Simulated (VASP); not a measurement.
## InP: single point with PBE

The system is InP.

```xyz
2
Lattice="0.0000 2.9305 2.9305 2.9305 0.0000 2.9305 2.9305 2.9305 0.0000" Properties=species:S:1:pos:R:3 pbc="T T T"
In    0.0000    0.0000    0.0000
P     4.3958    4.3958    4.3958
```

```json
{
  "Program": "VASP 6.6.1",
  "Task": "single point",
  "Functional": "PBE",
  "Potentials or basis": "VASP PAW PBE potentials, release 64 (In_d, P)",
  "Cutoff": "500 eV",
  "k mesh": "8 × 8 × 8",
  "Occupations": "fermi-dirac, width 0.1 eV",
  "Spin": "no spin polarisation",
  "Dipole correction": "no",
  "Further INCAR settings": "ALGO = Normal; EDIFF = 1e-06; NBANDS = 16"
}
```

The pressure is 3.3 GPa and the band gap on the k mesh is 0.71 eV.

Levels at points of the mesh, in eV from the valence-band top:
| k point | band 7 | band 8 | band 9 | band 10 | band 11 | band 12 |
| --- | --- | --- | --- | --- | --- | --- |
| (0.00, 0.00, 0.00) | 0.00 | 0.00 | 0.00 | 0.71 | 4.09 | 4.09 |
| (0.50, 0.00, 0.00) | -5.73 | -0.97 | -0.97 | 1.50 | 4.81 | 4.81 |
| (0.50, 0.50, 0.00) | -5.75 | -2.32 | -2.32 | 1.76 | 2.27 | 9.21 |

It took 21 s on 1 thread of Intel(R) Xeon(R) Platinum 8259CL CPU @ 2.50GHz (Skylake/Cascade Lake) (shared host), peak memory 0.17 GiB.

Caveat: the cell stands under pressure; spin-orbit coupling is left out, which moves the levels of the heavy elements.
